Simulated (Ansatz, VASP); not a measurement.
**One calculation of CoSi, two programs**

File POSCAR:

```
CoSi
1.0
    4.3829497400      0.0000000000      0.0000000000
    0.0000000000      4.3829497400      0.0000000000
    0.0000000000      0.0000000000      4.3829497400
Co Si
4 4
Direct
    0.1456680264      0.1456680264      0.1456680264
    0.3543319736      0.8543319736      0.6456680264
    0.6456680264      0.3543319736      0.8543319736
    0.8543319736      0.6456680264      0.3543319736
    0.8436088031      0.8436088031      0.8436088031
    0.6563911969      0.1563911969      0.3436088031
    0.3436088031      0.6563911969      0.1563911969
    0.1563911969      0.3436088031      0.6563911969
```

The input INCAR.step1:

```
ALGO = Normal
EDIFF = 1E-4
ENCUT = 520
GGA = PE
ISMEAR = 0
LASPH = T
LCHARG = F
LREAL = F
LWAVE = T
NBANDS = 36
NELM = 80
PREC = Accurate
SIGMA = 0.05
```

The input INCAR.step2:

```
ALGO = Normal
EDIFF = 1E-8
ENCUT = 520
ISIF = 2
ISMEAR = 0
ISTART = 1
LASPH = T
LCHARG = F
LEFG = T
LMIXTAU = T
LREAL = F
LWAVE = F
METAGGA = R2SCAN
NBANDS = 36
NELM = 80
PREC = Accurate
SIGMA = 0.05
```

KPOINTS

```
k-points
0
Gamma
  8 8 8
```

Input for Ansatz:

```yaml
crystal:
  lattice:
    - [4.38294974, 0.0, 0.0]
    - [0.0, 4.38294974, 0.0]
    - [0.0, 0.0, 4.38294974]
  atoms:
    - { symbol: Co, position: [0.1456680264, 0.1456680264, 0.1456680264] }
    - { symbol: Co, position: [0.3543319736, 0.8543319736, 0.6456680264] }
    - { symbol: Co, position: [0.6456680264, 0.3543319736, 0.8543319736] }
    - { symbol: Co, position: [0.8543319736, 0.6456680264, 0.3543319736] }
    - { symbol: Si, position: [0.8436088031, 0.8436088031, 0.8436088031] }
    - { symbol: Si, position: [0.6563911969, 0.1563911969, 0.3436088031] }
    - { symbol: Si, position: [0.3436088031, 0.6563911969, 0.1563911969] }
    - { symbol: Si, position: [0.1563911969, 0.3436088031, 0.6563911969] }
basis:
  ecutwfc: 500
  ecutrho_ratio: 4
kpoints:
  mp_grid: { grid: [8, 8, 8] }
hamiltonian:
  xc: r2scan
scf:
  occupations: { method: gaussian, width: 0.05 }
output:
  forces: true
  stress: true
  eigenvalues: true
  efg: { contact_densities: true, quadrupole_moments_barn: { Co: 0.42 } }
```

Alike in both runs: task electric field gradients; functional r2SCAN; k mesh 8 × 8 × 8; occupations gaussian, width 0.05 eV; no spin polarisation.

|  | VASP | Ansatz |
| --- | --- | --- |
| version | VASP 6.6.1 | Ansatz 0.2.0 |
| potentials or method | VASP PAW PBE potentials, release 64 (Co, Si), cutoff 520 eV | scalar-relativistic, plane waves, PAW |
| valence electrons in the cell | 52 | 84 |

|  | VASP | Ansatz | Ansatz less VASP |
| --- | --- | --- | --- |
| gap on the k mesh at the Fermi level (eV) | none | none | - |
| pressure (GPa) | 0.1 | 0.0 | -0.14 |
| rms of the force components (eV/Å) | 0.003 | 0.001 | -0.0024 |
| size of Vzz on the site where it differs most (V/Å²) | 24.8 | 24.0 | -0.86 |

VASP's potentials were made for PBE, not for r2SCAN. Atom by atom the forces differ by 0.002 eV/Å (rms over components). A gap of «none» marks a metal or a gap that the smearing closes. VASP's potentials hold 52 valence electrons a cell and Ansatz's 84, so a difference there can come from the potentials and not from the codes.
